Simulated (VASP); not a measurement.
Ni2Ge, 6 atoms in the cell. It takes space group P6_3/mmc (No. 194, hexagonal). Conventional cell: a = 3.980 Å, b = 3.980 Å, c = 5.024 Å, α = 90.00°, β = 90.00°, γ = 120.00°. Ni (site symmetry -6m2) has 5 Ge at 2.30 to 2.51 Å and 6 Ni at 2.62 Å within 3.0 Å. Within 3.3 Å of Ni (site symmetry -3m) lie 8 Ni at 2.51 to 2.62 Å and 6 Ge at 2.62 Å. Ge (site symmetry -6m2) has 11 Ni at 2.30 to 2.62 Å within 3.0 Å. 

| Property | Result |
| --- | --- |
| Program | VASP 6.6.1 |
| Task | single point |
| Functional | r2SCAN |
| Potentials or basis | VASP PAW PBE potentials, release 64 (Ni, Ge_d) |
| Cutoff | 520 eV |
| k mesh | 6 × 6 × 4 |
| Occupations | gaussian, width 0.1 eV |
| Spin | collinear spin, ferromagnetic start |
| Starting moments | [2.0, 2.0, 2.0, 2.0, 0.0, 0.0] μB |
| Dipole correction | no |
| Further INCAR settings | ALGO = Normal; EDIFF = 1e-06; NBANDS = 47 |

Potentials or basis: VASP PAW PBE potentials, release 64 (Ni, Ge_d).

Command:

```bash
$ cat potpaw_PBE.64/Ni/POTCAR potpaw_PBE.64/Ge_d/POTCAR > POTCAR
$ cp INCAR.step1 INCAR
$ mpirun -np 1 vasp_std > vasp.out
$ cp INCAR.step2 INCAR
$ mpirun -np 1 vasp_std > vasp.out
```

Hardware: 1 thread of AMD EPYC 7R13 (shared host).

Question: Estimate the wall time of this run.

Answer: It took 21 min on 1 thread of AMD EPYC 7R13 (shared host), peak memory 0.26 GiB. Counts: k points 21.
